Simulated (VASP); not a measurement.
# As3S (Pm-3m) in VASP: a series of runs

The runs below take As3S through single point, relaxation of cell and atoms, with r2SCAN.

Everything below comes from runs of VASP 6.6.1. Logs are shortened: lines on timing, memory, paths and dates and some standing lists are left out, and cuts for length are marked.

### Step 1. The cell of the first run

The structure is cubic, space group Pm-3m (No. 221). Conventional cell: a = 4.192 Å, b = 4.192 Å, c = 4.192 Å, α = 90.00°, β = 90.00°, γ = 90.00°. Within 3.9 Å of As (site symmetry 4/mmm) lie 8 As at 2.96 Å and 4 S at 2.96 Å. Within 3.9 Å of S (site symmetry m-3m) lie 12 As at 2.96 Å.

### Step 2. Single point, r2SCAN

POSCAR reads:

```
As3S
1.0
    4.1917199809      0.0000000000      0.0000000000
    0.0000000000      4.1917199809      0.0000000000
    0.0000000000      0.0000000000      4.1917199809
As S
3 1
Direct
    0.0000000000      0.5000000000      0.5000000000
    0.5000000000      0.0000000000      0.5000000000
    0.5000000000      0.5000000000      0.0000000000
    0.0000000000      0.0000000000      0.0000000000
```

INCAR.step1 reads:

```
SYSTEM = As3S
  ALGO = Normal
  EDIFF = 1E-4
  ENCUT = 520
  GGA = PE
  ISMEAR = 0
  LASPH = .True.
  LCHARG = .False.
  LREAL = .False.
  LWAVE = .True.
  NBANDS = 18
  NELM = 80
  PREC = Accurate
  SIGMA = 0.1
```

INCAR.step2 reads:

```
SYSTEM = As3S
  ALGO = Normal
  EDIFF = 1E-7
  ENCUT = 520
  ISIF = 2
  ISMEAR = 0
  ISTART = 1
  LASPH = .True.
  LCHARG = .False.
  LMIXTAU = .True.
  LREAL = .False.
  LWAVE = .False.
  METAGGA = R2SCAN
  NBANDS = 18
  NELM = 80
  PREC = Accurate
  SIGMA = 0.1
```

KPOINTS reads:

```
k-points
0
Gamma
  4 4 4
  0 0 0
```

Potentials or basis: VASP PAW PBE potentials, release 64 (As, S).

Command:

```console
$ cat potpaw_PBE.64/As/POTCAR potpaw_PBE.64/S/POTCAR > POTCAR
$ cp INCAR.step1 INCAR
$ mpirun -np 1 vasp_std > vasp.out
$ cp INCAR.step2 INCAR
$ mpirun -np 1 vasp_std > vasp.out
```

OUTCAR:

```text
SYSTEM = As3S
   EDIFF = 1E-7
   ENCUT = 520
   ISIF = 2
   ISMEAR = 0
   ISTART = 1
   LASPH = .True.
   LREAL = .False.
   METAGGA = R2SCAN
   NELM = 80
   PREC = Accurate

 ion  position               nearest neighbor table
   1  0.000  0.500  0.500-
   2  0.500  0.000  0.500-
   3  0.500  0.500  0.000-
   4  0.000  0.000  0.000-

  LATTYP: Found a simple cubic cell.
 ALAT       =     4.1917199809

  Lattice vectors:

 A1 = (   4.1917199809,   0.0000000000,   0.0000000000)
 A2 = (   0.0000000000,   4.1917199809,   0.0000000000)
 A3 = (   0.0000000000,   0.0000000000,   4.1917199809)

Analysis of symmetry for initial positions (statically):
=====================================================================
 Subroutine PRICEL returns:
 Original cell was already a primitive cell.

 Routine SETGRP: Setting up the symmetry group for a
 simple cubic supercell.

 Subroutine GETGRP returns: Found 48 space group operations
 (whereof 48 operations were pure point group operations)
 out of a pool of 48 trial point group operations.

The static configuration has the point symmetry O_h .

Analysis of symmetry for dynamics (positions and initial velocities):
=====================================================================
 Subroutine PRICEL returns:
 Original cell was already a primitive cell.

 Routine SETGRP: Setting up the symmetry group for a
 simple cubic supercell.

 Subroutine GETGRP returns: Found 48 space group operations
 (whereof 48 operations were pure point group operations)
 out of a pool of 48 trial point group operations.

The dynamic configuration has the point symmetry O_h .

 Subroutine INISYM returns: Found 48 space group operations
 (whereof 48 operations are pure point group operations),
 and found     1 'primitive' translations

----------------------------------------------------------------------------------------

                                     Primitive cell

  volume of cell :      73.6507

  direct lattice vectors                    reciprocal lattice vectors
     4.191719981  0.000000000  0.000000000     0.238565554  0.000000000  0.000000000
     0.000000000  4.191719981  0.000000000     0.000000000  0.238565554  0.000000000
     0.000000000  0.000000000  4.191719981     0.000000000  0.000000000  0.238565554

  length of vectors
     4.191719981  4.191719981  4.191719981     0.238565554  0.238565554  0.238565554

  position of ions in fractional coordinates (direct lattice)
     0.000000000  0.500000000  0.500000000
     0.500000000  0.000000000  0.500000000
     0.500000000  0.500000000  0.000000000
     0.000000000  0.000000000  0.000000000

  ion indices of the primitive-cell ions
   primitive index   ion index
                 1           1
                 2           2
                 3           3
                 4           4

----------------------------------------------------------------------------------------

 KPOINTS: k-points

Automatic generation of k-mesh.
 Grid dimensions read from file:
 generate k-points for:    4    4    4

 Generating k-lattice:

  Cartesian coordinates                     Fractional coordinates (reciprocal lattice)
     0.059641389  0.000000000  0.000000000     0.250000000  0.000000000  0.000000000
     0.000000000  0.059641389  0.000000000     0.000000000  0.250000000  0.000000000
     0.000000000  0.000000000  0.059641389     0.000000000  0.000000000  0.250000000

  Length of vectors
     0.059641389  0.059641389  0.059641389

  Shift w.r.t. Gamma in fractional coordinates (k-lattice)
     0.000000000  0.000000000  0.000000000

 Subroutine IBZKPT returns following result:
 ===========================================

 Found     10 irreducible k-points:

 Following reciprocal coordinates:
            Coordinates               Weight
  0.000000  0.000000  0.000000      1.000000
  0.250000  0.000000  0.000000      6.000000
  0.500000  0.000000  0.000000      3.000000
  0.250000  0.250000  0.000000     12.000000
  0.500000  0.250000  0.000000     12.000000
  0.500000  0.500000  0.000000      3.000000
  0.250000  0.250000  0.250000      8.000000
  0.500000  0.250000  0.250000     12.000000
  0.500000  0.500000  0.250000      6.000000
  0.500000  0.500000  0.500000      1.000000
   k-points           NKPTS =     10   k-points in BZ     NKDIM =     10   number of bands    NBANDS=     18
   number of dos      NEDOS =    301   number of ions     NIONS =      4
   total plane-waves  NPLWV =  32768
   dimension x,y,z NGX =    32 NGY =   32 NGZ =   32
   dimension x,y,z NGXF=    64 NGYF=   64 NGZF=   64
   ions per type =               3   1
   NGX,Y,Z   is equivalent  to a cutoff of  12.69, 12.69, 12.69 a.u.
   NGXF,Y,Z  is equivalent  to a cutoff of  25.38, 25.38, 25.38 a.u.
 SYSTEM =  As3S
   PREC   = accura    normal or accurate (medium, high low for compatibility)
   ISTART =      1    job   : 0-new  1-cont  2-samecut
   ICHARG =      0    charge: 1-file 2-atom 10-const
   ISPIN  =      1    spin polarized calculation?
   LNONCOLLINEAR =      F non collinear calculations
   LSORBIT =      F    spin-orbit coupling
   LASPH  =      T    aspherical Exc in radial PAW
   ENCUT  =  520.0 eV  38.22 Ry    6.18 a.u.   7.79  7.79  7.79*2*pi/ulx,y,z
   NELM   =     80;   NELMIN=  2; NELMDL=  0     # of ELM steps
   EDIFF  = 0.1E-06   stopping-criterion for ELM
   LREAL  =      F    real-space projection
   EDIFFG = 0.1E-05   stopping-criterion for IOM
   NSW    =      0    number of steps for IOM
   IBRION =     -1    ionic relax: 0-MD 1-quasi-New 2-CG
   NFREE  =      0    steps in history (QN), initial steepest desc. (CG)
   ISIF   =      2    stress and relaxation
   ISYM   =      2    0-nonsym 1-usesym 2-fastsym
   POTIM  = 0.5000    time-step for ionic-motion
   TEBEG  =    0.0;   TEEND  =   0.0 temperature during run
   PSTRESS=    0.0 pullay stress
   NELECT =      21.0000    total number of electrons
   NUPDOWN=      -1.0000    fix difference up-down
   EMIN   =  10.00;   EMAX   =-10.00  energy-range for DOS
   EFERMI =   0.00;   METHOD = LEGACY
   ISMEAR =     0;   SIGMA  =   0.10  broadening in eV -4-tet -1-fermi 0-gaus
   EFERMI_NEDOS =   21; number of points for ismear=-14 and -15
   IALGO  =     38    algorithm
   IMIX   =      4    mixing-type and parameters
     AMIX     =   0.40;   BMIX     =  1.00
     AMIX_MAG =   1.60;   BMIX_MAG =  1.00
  volume/ion in A,a.u.               =      18.41       124.25
  Fermi-wavevector in a.u.,A,eV,Ry     =   1.077513  2.036203 15.796817  1.161033
  Thomas-Fermi vector in A             =   2.213426
   LORBIT       =      0    0 simple, 1 ext, 2 COOP (PROOUT), +10 PAW based schemes
   METAGGA = R2SCAN    functional components
   LHFCALC =     F    Hartree Fock is set to
   AEXX    =    0.0000 exact exchange contribution
   IVDW    =     0    specifies the selected vdW correction
   LEPSILON=     F    determine dielectric tensor
   LRPA    =     F    only Hartree local field effects (RPA)
 non-spin polarized calculation
 Gauss-broadening in eV      SIGMA  =   0.10
  energy-cutoff  :      520.00
  volume of cell :       73.65
 maximum number of plane-waves:      2000
 NGX is ok and might be reduce to    32
   NGX = 15   NGY = 15   NGZ = 15

 number of electron      20.9999998 magnetization

 Free energy of the ion-electron system (eV)
  ---------------------------------------------------
  ext. energy  EPLUGINS =         0.00000000
  ---------------------------------------------------
  free energy    TOTEN  =       -48.70313004 eV

  energy without entropy =      -48.69126122  energy(sigma->0) =      -48.69719563

 E-fermi :   6.5260     XC(G=0): -11.3815

 val. band max:        6.4836945968   @ k =   0.5000   0.2500   0.0000
 cond. band min:       6.7209076064   @ k =   0.2500   0.2500   0.0000
 fundamental gap:      0.2372130097
 Fermi energy:         6.5260015346

 k-point     1 :       0.0000    0.0000    0.0000
  band No.  band energies     occupation
      1      -9.7963      2.00000
      2      -4.7889      2.00000
      3      -2.4701      2.00000
      4      -2.4701      2.00000
      5       0.3491      2.00000
      6       0.3491      2.00000
[... 10 lines left out ...]
     17      12.0028      0.00000
     18      12.4384      0.00000

 k-point     2 :       0.2500    0.0000    0.0000
  band No.  band energies     occupation
      1      -9.3163      2.00000
      2      -5.6785      2.00000
      3      -3.5355      2.00000
      4      -2.3130      2.00000
      5       0.8672      2.00000
      6       0.8672      2.00000
[... 10 lines left out ...]
     17      13.0837      0.00000
     18      13.1395      0.00000

 k-point     3 :       0.5000    0.0000    0.0000
  band No.  band energies     occupation
      1      -8.2696      2.00000
      2      -7.3405      2.00000
      3      -3.6651      2.00000
      4      -2.1382      2.00000
      5       2.1121      2.00000
      6       2.1121      2.00000
[... 10 lines left out ...]
     17      14.4815      0.00000
     18      14.9002      0.00000

 k-point     4 :       0.2500    0.2500    0.0000
  band No.  band energies     occupation
      1      -8.8541      2.00000
      2      -5.7141      2.00000
      3      -4.3967      2.00000
      4      -2.9803      2.00000
      5       1.3770      2.00000
      6       2.4552      2.00000
[... 81 lines left out ...]
      4      -3.6880      2.00000
      5       0.2962      2.00000
      6       0.3408      2.00000
[... 10 lines left out ...]
     17      16.0666      0.00000
     18      16.3559      0.00000

 k-point     9 :       0.5000    0.5000    0.2500
  band No.  band energies     occupation
      1      -7.1548      2.00000
      2      -5.0925      2.00000
      3      -5.0491      2.00000
      4      -5.0491      2.00000
      5       0.4185      2.00000
      6       0.7241      2.00000
[... 10 lines left out ...]
     17      16.4385      0.00000
     18      16.7604      0.00000

 k-point    10 :       0.5000    0.5000    0.5000
  band No.  band energies     occupation
      1      -6.9489      2.00000
      2      -4.6014      2.00000
      3      -4.6014      2.00000
      4      -4.6014      2.00000
      5      -0.7083      2.00000
      6      -0.6630      2.00000
[... 10 lines left out ...]
     17      15.8791      0.00000
     18      17.0416      0.00000

------------------------ aborting loop because EDIFF is reached ----------------------------------------

  FORCE on cell =-STRESS in cart. coord.  units (eV):
  Direction    XX          YY          ZZ          XY          YZ          ZX
  --------------------------------------------------------------------------------------
  -------------------------------------------------------------------------------------
  Total       -0.0847580     -0.0847580     -0.0847580     -0.0000000     -0.0000000      0.0000000
  in kB       -1.8438036     -1.8438036     -1.8438036     -0.0000000     -0.0000000      0.0000000
  external PRESSURE =      -1.8438036 kB  Pullay stress =       0.0000000 kB

 VOLUME and BASIS-vectors are now :
 -----------------------------------------------------------------------------
  energy-cutoff  :      520.00
  volume of cell :       73.65
      direct lattice vectors                 reciprocal lattice vectors
     4.191719981  0.000000000  0.000000000     0.238565554  0.000000000  0.000000000
     0.000000000  4.191719981  0.000000000     0.000000000  0.238565554  0.000000000
     0.000000000  0.000000000  4.191719981     0.000000000  0.000000000  0.238565554

 POSITION                                       TOTAL-FORCE (eV/Angst)
 -----------------------------------------------------------------------------------
      0.00000      2.09586      2.09586         0.000000      0.000000      0.000000
      2.09586      0.00000      2.09586         0.000000      0.000000      0.000000
      2.09586      2.09586      0.00000         0.000000      0.000000      0.000000
      0.00000      0.00000      0.00000         0.000000      0.000000      0.000000
 -----------------------------------------------------------------------------------
    total drift:                                0.000000     -0.000000     -0.000000

  FREE ENERGIE OF THE ION-ELECTRON SYSTEM (eV)
  ---------------------------------------------------
  free  energy   TOTEN  =       -48.7031300372 eV

  energy  without entropy=      -48.6912612221  energy(sigma->0) =      -48.69719563
```

Run time: 35 s. Hardware: 1 thread of Intel Xeon Platinum 8488C (Sapphire Rapids), shared host; peak memory 0.18 GiB.

Results:

| Quantity | Value |
| --- | --- |
| Free energy | -48.7031 eV |
| Pressure | -0.2 GPa |
| Band gap on the k mesh | zero (an odd number of electrons rules out a gap without spin polarisation) |

Caveat: the k points lie up to 0.37 Å⁻¹ apart, too coarse for converged energies and pressures of a metal; the PAW data sets were made with another functional, which shifts forces and pressure a little; an odd number of electrons without spin polarisation forces a metal; a magnetic or distorted state may lie lower.

### Step 3. Single point, r2SCAN

This run uses another cell than the first one, of 20.39 Å³/atom.

POSCAR reads:

```
As3S
1.0
    4.3365742199      0.0000000000      0.0000000000
    0.0000000000      4.3365742199      0.0000000000
    0.0000000000      0.0000000000      4.3365742199
As S
3 1
Direct
    0.0000000000      0.5000000000      0.5000000000
    0.5000000000      0.0000000000      0.5000000000
    0.5000000000      0.5000000000      0.0000000000
    0.0000000000      0.0000000000      0.0000000000
```

Edit INCAR.step1 of step 2 so:

```diff
@@ -11,3 +11,3 @@
   NBANDS = 18
-  NELM = 80
+  NELM = 100
   PREC = Accurate
```

Edit INCAR.step2 of step 2 so:

```diff
@@ -2,3 +2,3 @@
   ALGO = Normal
-  EDIFF = 1E-7
+  EDIFF = 1E-6
   ENCUT = 520
@@ -14,3 +14,3 @@
   NBANDS = 18
-  NELM = 80
+  NELM = 100
   PREC = Accurate
```

KPOINTS is that of step 2.

Potentials or basis: VASP PAW PBE potentials, release 64 (As, S).

Command:

```console
$ cat potpaw_PBE.64/As/POTCAR potpaw_PBE.64/S/POTCAR > POTCAR
$ cp INCAR.step1 INCAR
$ mpirun -np 1 vasp_std > vasp.out
$ cp INCAR.step2 INCAR
$ mpirun -np 1 vasp_std > vasp.out
```

Wall time 39 s (1 thread of Intel Xeon Platinum 8488C (Sapphire Rapids), shared host); peak memory 0.19 GiB.

It converged, with:

| Item | Value |
| --- | --- |
| Free energy | -48.5122 eV |
| Pressure | -6.8 GPa |
| Band gap on the k mesh | zero (an odd number of electrons rules out a gap without spin polarisation) |

Levels at points of the mesh, in eV from the Fermi level:
| k point | band 7 | band 8 | band 9 | band 10 | band 11 | band 12 | band 13 | band 14 |
| --- | --- | --- | --- | --- | --- | --- | --- | --- |
| (0.00, 0.00, 0.00) | -5.52 | -0.71 | -0.71 | -0.71 | 0.75 | 0.75 | 0.75 | 4.72 |
| (0.50, 0.00, 0.00) | -3.35 | -3.35 | -2.32 | -1.19 | -0.03 | 0.26 | 1.18 | 1.18 |
| (0.50, 0.50, 0.00) | -3.35 | -2.87 | -2.81 | -1.47 | -1.30 | -1.30 | 2.10 | 2.10 |
| (0.50, 0.50, 0.50) | -6.41 | -6.41 | 1.54 | 1.54 | 1.54 | 3.88 | 3.88 | 4.06 |

Caveat: the k points lie up to 0.36 Å⁻¹ apart, too coarse for converged energies and pressures of a metal; the PAW data sets were made with another functional, which shifts forces and pressure a little; an odd number of electrons without spin polarisation forces a metal; a magnetic or distorted state may lie lower.

[end of part 1 of 2]

The gap in the log of VASP goes by the Fermi energy; the results here count the filled bands.